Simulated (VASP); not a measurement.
# AlN (Fm-3m) in VASP: notebook

The runs below take AlN through relaxation of cell and atoms, with PBEsol.

Program: VASP 6.6.1. These are calculated values, not measurements. Logs are shortened: lines on timing, memory, paths and dates and some standing lists are left out, and cuts for length are marked.

### Step 1. The cell of the first run

It takes space group Fm-3m (No. 225, cubic). Conventional cell: a = 4.069 Å, b = 4.069 Å, c = 4.069 Å, α = 90.00°, β = 90.00°, γ = 90.00°. Within 2.7 Å of Al (site symmetry m-3m) lie 6 N at 2.03 Å. N (site symmetry m-3m) has 6 Al at 2.03 Å within 2.7 Å.

### Step 2. Relaxation of cell and atoms, PBEsol, target pressure 14.5 GPa, at which the enthalpy is minimised

The input, INCAR:

```
PREC     = Accurate       # precision mode
ENCUT    = 600            # plane-wave cutoff, eV
EDIFF    = 1E-7           # SCF threshold, eV
ISMEAR   = 0              # smearing method
SIGMA    = 0.1            # smearing width, eV
LREAL    = False          # projectors in reciprocal space
LASPH    = True           # aspherical terms in the spheres
NELM     = 120            # most SCF steps
ALGO     = Normal         # electronic algorithm
ISIF     = 3              # what is computed and relaxed
LWAVE    = False          # write WAVECAR
LCHARG   = False          # write CHGCAR
GGA      = PS             # functional
IBRION   = 2              # ionic algorithm
NSW      = 80             # ionic steps
EDIFFG   = -0.05          # ionic threshold
PSTRESS  = 145.0        
GGA_COMPAT= False        
NELMIN   = 4
```

The input, KPOINTS:

```
regular mesh
0
Gamma
  8 8 8
```

The input, POSCAR:

```
AlN
1.0
    0.0000000000      2.0345180000      2.0345180000
    2.0345180000      0.0000000000      2.0345180000
    2.0345180000      2.0345180000      0.0000000000
Al N
1 1
Direct
    0.5000000000      0.5000000000      0.5000000000
    0.0000000000      0.0000000000      0.0000000000
```

Potentials or basis: VASP PAW PBE potentials, release 64 (Al, N).

On the command line:

```
> cat potpaw_PBE.64/Al/POTCAR potpaw_PBE.64/N/POTCAR > POTCAR
> mpirun -np 1 vasp_std > vasp.out
```

OUTCAR:

```text
PREC = Accurate
   ENCUT = 600
   EDIFF = 1E-7
   ISMEAR = 0
   LREAL = False
   LASPH = True
   NELM = 120
   ISIF = 3
   GGA = PS
   IBRION = 2
   NSW = 80
   EDIFFG = -0.05
   PSTRESS = 145.0
   NELMIN = 4

 ion  position               nearest neighbor table
   1  0.500  0.500  0.500-   2 2.03   2 2.03   2 2.03   2 2.03   2 2.03   2 2.03
   2  0.000  0.000  0.000-   1 2.03   1 2.03   1 2.03   1 2.03   1 2.03   1 2.03

  LATTYP: Found a face centered cubic cell.
 ALAT       =     4.0690360000

  Lattice vectors:

 A1 = (   0.0000000000,   2.0345180000,   2.0345180000)
 A2 = (   2.0345180000,   0.0000000000,   2.0345180000)
 A3 = (   2.0345180000,   2.0345180000,   0.0000000000)

Analysis of symmetry for initial positions (statically):
=====================================================================
 Subroutine PRICEL returns:
 Original cell was already a primitive cell.

 Routine SETGRP: Setting up the symmetry group for a
 face centered cubic supercell.

 Subroutine GETGRP returns: Found 48 space group operations
 (whereof 48 operations were pure point group operations)
 out of a pool of 48 trial point group operations.

The static configuration has the point symmetry O_h .

Analysis of symmetry for dynamics (positions and initial velocities):
=====================================================================
 Subroutine PRICEL returns:
 Original cell was already a primitive cell.

 Routine SETGRP: Setting up the symmetry group for a
 face centered cubic supercell.

 Subroutine GETGRP returns: Found 48 space group operations
 (whereof 48 operations were pure point group operations)
 out of a pool of 48 trial point group operations.

The dynamic configuration has the point symmetry O_h .

 Subroutine INISYM returns: Found 48 space group operations
 (whereof 48 operations are pure point group operations),
 and found     1 'primitive' translations

----------------------------------------------------------------------------------------

                                     Primitive cell

  volume of cell :      16.8428

  direct lattice vectors                    reciprocal lattice vectors
     0.000000000  2.034518000  2.034518000    -0.245758455  0.245758455  0.245758455
     2.034518000  0.000000000  2.034518000     0.245758455 -0.245758455  0.245758455
     2.034518000  2.034518000  0.000000000     0.245758455  0.245758455 -0.245758455

  length of vectors
     2.877242948  2.877242948  2.877242948     0.425666130  0.425666130  0.425666130

  position of ions in fractional coordinates (direct lattice)
     0.500000000  0.500000000  0.500000000
     0.000000000  0.000000000  0.000000000

  ion indices of the primitive-cell ions
   primitive index   ion index
                 1           1
                 2           2

----------------------------------------------------------------------------------------

 KPOINTS: regular mesh

Automatic generation of k-mesh.
 Grid dimensions read from file:
 generate k-points for:    8    8    8

 Generating k-lattice:

  Cartesian coordinates                     Fractional coordinates (reciprocal lattice)
    -0.030719807  0.030719807  0.030719807     0.125000000  0.000000000  0.000000000
     0.030719807 -0.030719807  0.030719807     0.000000000  0.125000000  0.000000000
     0.030719807  0.030719807 -0.030719807     0.000000000  0.000000000  0.125000000

  Length of vectors
     0.053208266  0.053208266  0.053208266

  Shift w.r.t. Gamma in fractional coordinates (k-lattice)
     0.000000000  0.000000000  0.000000000

 Subroutine IBZKPT returns following result:
 ===========================================

 Found     29 irreducible k-points:

 Following reciprocal coordinates:
            Coordinates               Weight
  0.000000  0.000000  0.000000      1.000000
  0.125000  0.000000  0.000000      8.000000
  0.250000  0.000000  0.000000      8.000000
  0.375000  0.000000  0.000000      8.000000
  0.500000  0.000000  0.000000      4.000000
  0.125000  0.125000  0.000000      6.000000
[... 16 lines left out ...]
  0.500000  0.250000  0.125000     48.000000
 -0.375000  0.250000  0.125000     24.000000
 [... further k-points ...]
   k-points           NKPTS =     29   k-points in BZ     NKDIM =     29   number of bands    NBANDS=      8
   number of dos      NEDOS =    301   number of ions     NIONS =      2
   total plane-waves  NPLWV =  13824
   dimension x,y,z NGX =    24 NGY =   24 NGZ =   24
   dimension x,y,z NGXF=    48 NGYF=   48 NGZF=   48
   ions per type =               1   1
   NGX,Y,Z   is equivalent  to a cutoff of  13.87, 13.87, 13.87 a.u.
   NGXF,Y,Z  is equivalent  to a cutoff of  27.73, 27.73, 27.73 a.u.
 SYSTEM =  unknown system
   PREC   = accura    normal or accurate (medium, high low for compatibility)
   ISTART =      0    job   : 0-new  1-cont  2-samecut
   ICHARG =      2    charge: 1-file 2-atom 10-const
   ISPIN  =      1    spin polarized calculation?
   LNONCOLLINEAR =      F non collinear calculations
   LSORBIT =      F    spin-orbit coupling
   LASPH  =      T    aspherical Exc in radial PAW
   ENCUT  =  600.0 eV  44.10 Ry    6.64 a.u.   5.75  5.75  5.75*2*pi/ulx,y,z
   NELM   =    120;   NELMIN=  4; NELMDL= -5     # of ELM steps
   EDIFF  = 0.1E-06   stopping-criterion for ELM
   LREAL  =      F    real-space projection
   EDIFFG = -.5E-01   stopping-criterion for IOM
   NSW    =     80    number of steps for IOM
   IBRION =      2    ionic relax: 0-MD 1-quasi-New 2-CG
   NFREE  =      1    steps in history (QN), initial steepest desc. (CG)
   ISIF   =      3    stress and relaxation
   ISYM   =      2    0-nonsym 1-usesym 2-fastsym
   POTIM  = 0.5000    time-step for ionic-motion
   TEBEG  =    0.0;   TEEND  =   0.0 temperature during run
   PSTRESS=  145.0 pullay stress
   NELECT =       8.0000    total number of electrons
   NUPDOWN=      -1.0000    fix difference up-down
   EMIN   =  10.00;   EMAX   =-10.00  energy-range for DOS
   EFERMI =   0.00;   METHOD = LEGACY
   ISMEAR =     0;   SIGMA  =   0.10  broadening in eV -4-tet -1-fermi 0-gaus
   EFERMI_NEDOS =   21; number of points for ismear=-14 and -15
   IALGO  =     38    algorithm
   IMIX   =      4    mixing-type and parameters
     AMIX     =   0.40;   BMIX     =  1.00
     AMIX_MAG =   1.60;   BMIX_MAG =  1.00
  volume/ion in A,a.u.               =       8.42        56.83
  Fermi-wavevector in a.u.,A,eV,Ry     =   1.277321  2.413786 22.198561  1.631548
  Thomas-Fermi vector in A             =   2.409927
   LORBIT       =      0    0 simple, 1 ext, 2 COOP (PROOUT), +10 PAW based schemes
   GGA     = PS    functional components
   LHFCALC =     F    Hartree Fock is set to
   AEXX    =    0.0000 exact exchange contribution
   IVDW    =     0    specifies the selected vdW correction
   LEPSILON=     F    determine dielectric tensor
   LRPA    =     F    only Hartree local field effects (RPA)
 conjugate gradient relaxation of ions
 non-spin polarized calculation
 Gauss-broadening in eV      SIGMA  =   0.10
  energy-cutoff  :      600.00
  volume of cell :       16.84
 maximum number of plane-waves:       588
   NGX = 11   NGY = 11   NGZ = 11

--------------------------------------- Ionic step        1  -------------------------------------------

 number of electron       7.9999999 magnetization

 Free energy of the ion-electron system (eV)
  ---------------------------------------------------
  ext. energy  EPLUGINS =         0.00000000
  ---------------------------------------------------
  free energy    TOTEN  =       -15.44621348 eV

  energy without entropy =      -15.44621348  energy(sigma->0) =      -15.44621348

------------------------ aborting loop because EDIFF is reached ----------------------------------------

  FORCE on cell =-STRESS in cart. coord.  units (eV):
  Direction    XX          YY          ZZ          XY          YZ          ZX
  --------------------------------------------------------------------------------------
  -------------------------------------------------------------------------------------
  Total       -0.4965048     -0.4965048     -0.4965048      0.0000000      0.0000000     -0.0000000
  in kB      -47.2301629    -47.2301629    -47.2301629      0.0000000      0.0000000     -0.0000000
  external PRESSURE =    -192.2301629 kB  Pullay stress =     145.0000000 kB
[... 61 lines left out ...]
  enthalpy is  TOTEN    =       -13.8827675916 eV   P V=        1.3120892980

--------------------------------------- Ionic step        3  -------------------------------------------

 number of electron       8.0000000 magnetization

 Free energy of the ion-electron system (eV)
  ---------------------------------------------------
  ext. energy  EPLUGINS =         0.00000000
  ---------------------------------------------------
  free energy    TOTEN  =       -15.41773150 eV

  energy without entropy =      -15.41773150  energy(sigma->0) =      -15.41773150

 E-fermi :  11.0198     XC(G=0): -12.6811

 val. band max:       10.5252225297   @ k =   0.0000   0.0000   0.0000
 cond. band min:      15.5487916397   @ k =   0.5000   0.5000   0.0000
 fundamental gap:      5.0235691100
 Fermi energy:        11.0198149471

 k-point     1 :       0.0000    0.0000    0.0000
  band No.  band energies     occupation
      1      -7.4739      2.00000
      2      10.5252      2.00000
      3      10.5252      2.00000
      4      10.5252      2.00000
      5      16.9049      0.00000
      6      22.7004      0.00000
      7      22.7004      0.00000
      8      22.7004      0.00000
[... 243 lines left out ...]
 k-point    24 :      -0.3750    0.2500    0.1250
  band No.  band energies     occupation
      1      -3.4381      2.00000
      2       2.7503      2.00000
      3       6.6089      2.00000
      4       8.4096      2.00000
      5      19.1973      0.00000
      6      19.4215      0.00000
      7      23.2424      0.00000
      8      23.7299      0.00000

 [... further k-points ...]
[... 5 lines left out ...]
  --------------------------------------------------------------------------------------
  -------------------------------------------------------------------------------------
  Total        1.3875802      1.3875802      1.3875802      0.0000000      0.0000000     -0.0000000
  in kB      141.1672869    141.1672869    141.1672869      0.0000000      0.0000000     -0.0000000
  external PRESSURE =      -3.8327131 kB  Pullay stress =     145.0000000 kB
[... 17 lines left out ...]
  FREE ENERGIE OF THE ION-ELECTRON SYSTEM (eV)
  ---------------------------------------------------
  free  energy   TOTEN  =       -15.4177314959 eV

  energy  without entropy=      -15.4177314959  energy(sigma->0) =      -15.41773150

  enthalpy is  TOTEN    =       -13.9924783238 eV   P V=        1.4252531721

 reached required accuracy - stopping structural energy minimisation
```

Run time: 11 s. Hardware: 1 thread of Intel Xeon Platinum 8259CL at 2.50GHz (Skylake/Cascade Lake), shared host; peak memory 0.13 GiB.

What came out:

```
Free energy                                            : -15.4177 eV
Relaxed volume                                         : 7.87 Å³/atom
Relaxed cell                                           : a = 2.814 Å, b = 2.814 Å, c = 2.814 Å, α = 60.00°, β = 60.00°, γ = 60.00°
Space group after relaxing (to 0.05 Å)                 : Fm-3m (No. 225)
Energy change on relaxing (the enthalpy is what falls) : +14.2 meV/atom
Ionic steps                                            : 3
Pressure after relaxing                                : 14.1 GPa
Band gap on the k mesh                                 : 5.02 eV, indirect (least direct gap 6.38 eV)
```

The path:
| step | energy change (eV) | largest force (eV/Å) | pressure (GPa) | volume (Å³) |
| --- | --- | --- | --- | --- |
| 1 | 0.0000 | 0.0000 | -4.72 | 16.84 |
| 2 | 0.2514 | 0.0000 | 44.99 | 14.50 |
| 3 | 0.0285 | 0.0000 | 14.12 | 15.75 |

Final structure:
```
Al N
1.0
     0.00000    1.98946    1.98946
     1.98946    0.00000    1.98946
     1.98946    1.98946    0.00000
Al N
1 1
Direct
  0.50000 0.50000 0.50000
  0.00000 0.00000 0.00000
```

Caveat: the cell is relaxed towards a set pressure, so the enthalpy falls and the energy may rise; the PAW data sets were made with another functional, which shifts forces and pressure a little.

[end of part 1 of 2]
